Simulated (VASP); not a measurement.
# Ge (Fd-3m) in VASP: a series of runs

Runs on Ge. Level: PBE. Tasks: single point, relaxation of cell and atoms.

Program: VASP 6.6.1. These are calculated values, not measurements. Logs are shortened: lines on timing, memory, paths and dates and some standing lists are left out, and cuts for length are marked.

**The experiment to reproduce.**

From “Electronic and optical properties of SixGe1-x-ySny alloys lattice-matched to Ge”, 2021, arxiv:2109.02782, for a bulk crystal of Ge at 293 K: band gap 0.666 eV (indirect).

The results are compared with them further down.

**1. The cell of the first run**

The structure is cubic, space group Fd-3m (No. 227). The conventional cell has a = 5.761 Å, b = 5.761 Å, c = 5.761 Å, α = 90.00°, β = 90.00°, γ = 90.00°. Within 3.3 Å of Ge (site symmetry -43m) lie 4 Ge at 2.49 Å.

**2. Single point, PBE**

INCAR

```
SYSTEM = Ge
  PREC = Accurate
  ENCUT = 500
  EDIFF = 1E-6
  ISMEAR = 0
  SIGMA = 0.1
  LREAL = .FALSE.
  LASPH = .TRUE.
  NELM = 120
  ALGO = Normal
  ISIF = 2
  LWAVE = .FALSE.
  LCHARG = .TRUE.
  GGA = PE
  LELF = .TRUE.
  LVHAR = .TRUE.
  NBANDS = 21
  GGA_COMPAT = .FALSE.
```

KPOINTS

```
regular mesh
0
G
  14 14 14
  0 0 0
```

POSCAR

```
Ge
1.0
    0.0000000000      2.8806630390      2.8806630390
    2.8806630390      0.0000000000      2.8806630390
    2.8806630390      2.8806630390      0.0000000000
Ge
2
Direct
    0.0000000000      0.0000000000      0.0000000000
    0.2500000000      0.2500000000      0.2500000000
```

Potentials or basis: VASP PAW PBE potentials, release 64 (Ge_d).

Run with:

```
$ cat potpaw_PBE.64/Ge_d/POTCAR > POTCAR
$ mpirun -np 1 vasp_std > vasp.out
```

OUTCAR:

```text
SYSTEM = Ge
   PREC = Accurate
   ENCUT = 500
   EDIFF = 1E-6
   ISMEAR = 0
   LREAL = .FALSE.
   LASPH = .TRUE.
   NELM = 120
   ISIF = 2
   GGA = PE

 ion  position               nearest neighbor table
   1  0.000  0.000  0.000-   2 2.49   2 2.49   2 2.49   2 2.49
   2  0.250  0.250  0.250-   1 2.49   1 2.49   1 2.49   1 2.49

  LATTYP: Found a face centered cubic cell.
 ALAT       =     5.7613260780

  Lattice vectors:

 A1 = (   0.0000000000,   2.8806630390,   2.8806630390)
 A2 = (   2.8806630390,   0.0000000000,   2.8806630390)
 A3 = (   2.8806630390,   2.8806630390,   0.0000000000)

Analysis of symmetry for initial positions (statically):
=====================================================================
 Subroutine PRICEL returns:
 Original cell was already a primitive cell.

 Routine SETGRP: Setting up the symmetry group for a
 face centered cubic supercell.

 Subroutine GETGRP returns: Found 48 space group operations
 (whereof 24 operations were pure point group operations)
 out of a pool of 48 trial point group operations.

The static configuration has the point symmetry T_d .
 The point group associated with its full space group is O_h .

Analysis of symmetry for dynamics (positions and initial velocities):
=====================================================================
 Subroutine PRICEL returns:
 Original cell was already a primitive cell.

 Routine SETGRP: Setting up the symmetry group for a
 face centered cubic supercell.

 Subroutine GETGRP returns: Found 48 space group operations
 (whereof 24 operations were pure point group operations)
 out of a pool of 48 trial point group operations.

The dynamic configuration has the point symmetry T_d .
 The point group associated with its full space group is O_h .

 Subroutine INISYM returns: Found 48 space group operations
 (whereof 24 operations are pure point group operations),
 and found     1 'primitive' translations

----------------------------------------------------------------------------------------

                                     Primitive cell

  volume of cell :      47.8087

  direct lattice vectors                    reciprocal lattice vectors
     0.000000000  2.880663039  2.880663039    -0.173571151  0.173571151  0.173571151
     2.880663039  0.000000000  2.880663039     0.173571151 -0.173571151  0.173571151
     2.880663039  2.880663039  0.000000000     0.173571151  0.173571151 -0.173571151

  length of vectors
     4.073872738  4.073872738  4.073872738     0.300634053  0.300634053  0.300634053

  position of ions in fractional coordinates (direct lattice)
     0.000000000  0.000000000  0.000000000
     0.250000000  0.250000000  0.250000000

  ion indices of the primitive-cell ions
   primitive index   ion index
                 1           1
                 2           2

----------------------------------------------------------------------------------------

 KPOINTS: regular mesh

Automatic generation of k-mesh.
 Grid dimensions read from file:
 generate k-points for:   14   14   14

 Generating k-lattice:

  Cartesian coordinates                     Fractional coordinates (reciprocal lattice)
    -0.012397939  0.012397939  0.012397939     0.071428571  0.000000000  0.000000000
     0.012397939 -0.012397939  0.012397939     0.000000000  0.071428571  0.000000000
     0.012397939  0.012397939 -0.012397939     0.000000000  0.000000000  0.071428571

  Length of vectors
     0.021473861  0.021473861  0.021473861

  Shift w.r.t. Gamma in fractional coordinates (k-lattice)
     0.000000000  0.000000000  0.000000000

 Subroutine IBZKPT returns following result:
 ===========================================

 Found    104 irreducible k-points:

 Following reciprocal coordinates:
            Coordinates               Weight
  0.000000  0.000000  0.000000      1.000000
  0.071429  0.000000  0.000000      8.000000
  0.142857  0.000000  0.000000      8.000000
  0.214286  0.000000  0.000000      8.000000
  0.285714  0.000000  0.000000      8.000000
  0.357143  0.000000  0.000000      8.000000
[... 16 lines left out ...]
  0.214286  0.142857  0.000000     24.000000
  0.285714  0.142857  0.000000     24.000000
 [... further k-points ...]
   k-points           NKPTS =    104   k-points in BZ     NKDIM =    104   number of bands    NBANDS=     21
   number of dos      NEDOS =    301   number of ions     NIONS =      2
   total plane-waves  NPLWV =  27000
   dimension x,y,z NGX =    30 NGY =   30 NGZ =   30
   dimension x,y,z NGXF=    60 NGYF=   60 NGZF=   60
   ions per type =               2
   NGX,Y,Z   is equivalent  to a cutoff of  12.24, 12.24, 12.24 a.u.
   NGXF,Y,Z  is equivalent  to a cutoff of  24.48, 24.48, 24.48 a.u.
 SYSTEM =  Ge
   PREC   = accura    normal or accurate (medium, high low for compatibility)
   ISTART =      0    job   : 0-new  1-cont  2-samecut
   ICHARG =      2    charge: 1-file 2-atom 10-const
   ISPIN  =      1    spin polarized calculation?
   LNONCOLLINEAR =      F non collinear calculations
   LSORBIT =      F    spin-orbit coupling
   LASPH  =      T    aspherical Exc in radial PAW
   ENCUT  =  500.0 eV  36.75 Ry    6.06 a.u.   7.43  7.43  7.43*2*pi/ulx,y,z
   NELM   =    120;   NELMIN=  2; NELMDL= -5     # of ELM steps
   EDIFF  = 0.1E-05   stopping-criterion for ELM
   LREAL  =      F    real-space projection
[... 7 lines left out ...]
   TEBEG  =    0.0;   TEEND  =   0.0 temperature during run
   PSTRESS=    0.0 pullay stress
   NELECT =      28.0000    total number of electrons
   NUPDOWN=      -1.0000    fix difference up-down
   EMIN   =  10.00;   EMAX   =-10.00  energy-range for DOS
   EFERMI =   0.00;   METHOD = LEGACY
   ISMEAR =     0;   SIGMA  =   0.10  broadening in eV -4-tet -1-fermi 0-gaus
   EFERMI_NEDOS =   21; number of points for ismear=-14 and -15
   IALGO  =     38    algorithm
   IMIX   =      4    mixing-type and parameters
     AMIX     =   0.40;   BMIX     =  1.00
     AMIX_MAG =   1.60;   BMIX_MAG =  1.00
  volume/ion in A,a.u.               =      23.90       161.31
  Fermi-wavevector in a.u.,A,eV,Ry     =   1.369699  2.588355 25.525544  1.876075
  Thomas-Fermi vector in A             =   2.495551
   LORBIT       =      0    0 simple, 1 ext, 2 COOP (PROOUT), +10 PAW based schemes
   GGA     = PE    functional components
   LHFCALC =     F    Hartree Fock is set to
   AEXX    =    0.0000 exact exchange contribution
   IVDW    =     0    specifies the selected vdW correction
   LEPSILON=     F    determine dielectric tensor
   LRPA    =     F    only Hartree local field effects (RPA)
 non-spin polarized calculation
 Gauss-broadening in eV      SIGMA  =   0.10
  energy-cutoff  :      500.00
  volume of cell :       47.81
 maximum number of plane-waves:      1243
 NGX is ok and might be reduce to    30
   NGX = 15   NGY = 15   NGZ = 15

 number of electron      27.9999979 magnetization

 Free energy of the ion-electron system (eV)
  ---------------------------------------------------
  ext. energy  EPLUGINS =         0.00000000
  ---------------------------------------------------
  free energy    TOTEN  =        -9.03654151 eV

  energy without entropy =       -9.03612411  energy(sigma->0) =       -9.03633281

 E-fermi :   4.4677     XC(G=0):  -9.6697

 val. band max:        4.3625693751   @ k =  -0.0714   0.0714   0.0000
 cond. band min:       4.4760994221   @ k =   0.0000   0.0000   0.0000
 fundamental gap:      0.1135300470
 Fermi energy:         4.4677015410

 k-point     1 :       0.0000    0.0000    0.0000
  band No.  band energies     occupation
      1     -20.2703      2.00000
      2     -20.2703      2.00000
      3     -20.2703      2.00000
      4     -20.2381      2.00000
      5     -20.2381      2.00000
      6     -20.0552      2.00000
[... 13 lines left out ...]
     20      13.8148      0.00000
     21      13.8148      0.00000

 k-point     2 :       0.0714    0.0000    0.0000
  band No.  band energies     occupation
      1     -20.2730      2.00000
      2     -20.2730      2.00000
      3     -20.2695      2.00000
      4     -20.2344      2.00000
      5     -20.2344      2.00000
      6     -20.0605      2.00000
[... 13 lines left out ...]
     20      13.3862      0.00000
     21      13.3862      0.00000

 k-point     3 :       0.1429    0.0000    0.0000
  band No.  band energies     occupation
      1     -20.2786      2.00000
      2     -20.2786      2.00000
      3     -20.2674      2.00000
      4     -20.2262      2.00000
      5     -20.2262      2.00000
      6     -20.0685      2.00000
[... 13 lines left out ...]
     20      12.8657      0.00000
     21      12.8657      0.00000

 k-point     4 :       0.2143    0.0000    0.0000
  band No.  band energies     occupation
      1     -20.2838      2.00000
      2     -20.2838      2.00000
      3     -20.2643      2.00000
      4     -20.2175      2.00000
      5     -20.2175      2.00000
      6     -20.0758      2.00000
[... 13 lines left out ...]
     20      12.6622      0.00000
     21      12.6622      0.00000

 k-point     5 :       0.2857    0.0000    0.0000
  band No.  band energies     occupation
      1     -20.2877      2.00000
      2     -20.2877      2.00000
      3     -20.2608      2.00000
      4     -20.2102      2.00000
      5     -20.2102      2.00000
      6     -20.0814      2.00000
[... 13 lines left out ...]
     20      12.9040      0.00000
     21      12.9040      0.00000
[... 382 lines left out ...]
     20      12.7032      0.00000
     21      13.2411      0.00000

 k-point    22 :       0.1429    0.1429    0.0000
  band No.  band energies     occupation
      1     -20.2769      2.00000
      2     -20.2766      2.00000
      3     -20.2766      2.00000
      4     -20.2282      2.00000
      5     -20.2131      2.00000
      6     -20.0913      2.00000
[... 13 lines left out ...]
     20      12.2402      0.00000
     21      14.1515      0.00000

 k-point    23 :       0.2143    0.1429    0.0000
  band No.  band energies     occupation
      1     -20.2844      2.00000
      2     -20.2804      2.00000
      3     -20.2720      2.00000
      4     -20.2216      2.00000
      5     -20.2028      2.00000
      6     -20.1026      2.00000
[... 13 lines left out ...]
     20      12.9817      0.00000
     21      14.0873      0.00000

 k-point    24 :       0.2857    0.1429    0.0000
  band No.  band energies     occupation
      1     -20.2916      2.00000
      2     -20.2847      2.00000
      3     -20.2649      2.00000
      4     -20.2137      2.00000
      5     -20.1936      2.00000
      6     -20.1112      2.00000
[... 13 lines left out ...]
     20      13.5965      0.00000
     21      14.1248      0.00000

 [... further k-points ...]
[... 5 lines left out ...]
  --------------------------------------------------------------------------------------
  -------------------------------------------------------------------------------------
  Total       -0.0329251     -0.0329251     -0.0329251     -0.0000000      0.0000000     -0.0000000
  in kB       -1.1033918     -1.1033918     -1.1033918     -0.0000000      0.0000000     -0.0000000
  external PRESSURE =      -1.1033918 kB  Pullay stress =       0.0000000 kB

 VOLUME and BASIS-vectors are now :
 -----------------------------------------------------------------------------
  energy-cutoff  :      500.00
  volume of cell :       47.81
      direct lattice vectors                 reciprocal lattice vectors
     0.000000000  2.880663039  2.880663039    -0.173571151  0.173571151  0.173571151
     2.880663039  0.000000000  2.880663039     0.173571151 -0.173571151  0.173571151
     2.880663039  2.880663039  0.000000000     0.173571151  0.173571151 -0.173571151

 POSITION                                       TOTAL-FORCE (eV/Angst)
 -----------------------------------------------------------------------------------
      0.00000      0.00000      0.00000        -0.000000     -0.000000     -0.000000
      1.44033      1.44033      1.44033         0.000000      0.000000      0.000000
 -----------------------------------------------------------------------------------
    total drift:                                0.000000      0.000000      0.000000

  FREE ENERGIE OF THE ION-ELECTRON SYSTEM (eV)
  ---------------------------------------------------
  free  energy   TOTEN  =        -9.0365415088 eV

  energy  without entropy=       -9.0361241080  energy(sigma->0) =       -9.03633281
```

Run time: 35 s. Hardware: 1 thread of Intel Xeon 6975P-C (Granite Rapids), shared host; peak memory 0.21 GiB.

Results:

- Free energy: -9.0365 eV
- Pressure: -0.1 GPa
- Band gap on the k mesh: zero (filled and empty bands touch)

Levels at points of the mesh, in eV from the Fermi level:
```csv
k point,band 12,band 13,band 14,band 15,band 16,band 17
"(0.00, 0.00, 0.00)",-0.44,0.01,0.01,0.01,2.54,2.54
"(0.50, 0.00, 0.00)",-7.35,-1.31,-1.31,0.03,3.73,3.73
"(0.50, 0.50, 0.00)",-8.68,-2.88,-2.88,0.83,0.83,9.08
```

Caveat: semilocal functionals underestimate gaps, and a narrow one can read as zero.

(Continued in part 2 of 2.)

The gap in the log of VASP goes by the Fermi energy; the results here count the filled bands.